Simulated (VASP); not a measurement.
A run of VASP 6.6.1:

POSCAR

```
LiBe
1.0
    2.8033521115      0.0215539565      0.0069483806
    0.0215539565      2.7966133803      0.0089650083
    0.0069483806      0.0089650083      2.7985900748
Li Be
1 1
Direct
    0.0248500000      0.0329100000      0.0354800000
    0.4846100000      0.4953800000      0.5326000000
```

INCAR.step1

```
  ALGO = Normal
  EDIFF = 1E-4
  ENCUT = 520
  GGA = PE
  ISMEAR = -1
  LASPH = T
  LCHARG = F
  LREAL = F
  LWAVE = T
  NBANDS = 10
  NELM = 60
  PREC = Accurate
  SIGMA = 0.1
```

The input INCAR.step2:

```
  ALGO = Normal
  EDIFF = 1E-6
  ENCUT = 520
  ISIF = 2
  ISMEAR = -1
  ISTART = 1
  LASPH = T
  LCHARG = F
  LMIXTAU = T
  LREAL = F
  LWAVE = F
  METAGGA = R2SCAN
  NBANDS = 10
  NELM = 60
  PREC = Accurate
  SIGMA = 0.1
```

File KPOINTS:

```
k-points
0
Gamma
  7 7 7
```

Potentials or basis: VASP PAW PBE potentials, release 64 (Li_sv, Be).

Command:

```sh
$ cat potpaw_PBE.64/Li_sv/POTCAR potpaw_PBE.64/Be/POTCAR > POTCAR
$ cp INCAR.step1 INCAR
$ mpirun -np 1 vasp_std > vasp.out
$ cp INCAR.step2 INCAR
$ mpirun -np 1 vasp_std > vasp.out
```

Hardware: 1 thread of Intel Xeon 8259CL (shared host).

Task: How long does it take, and how much memory?

Result: Wall time 2.5 min on 1 thread of Intel Xeon 8259CL, with other jobs on the host, peak memory 0.16 GiB. Counts: k points 172.
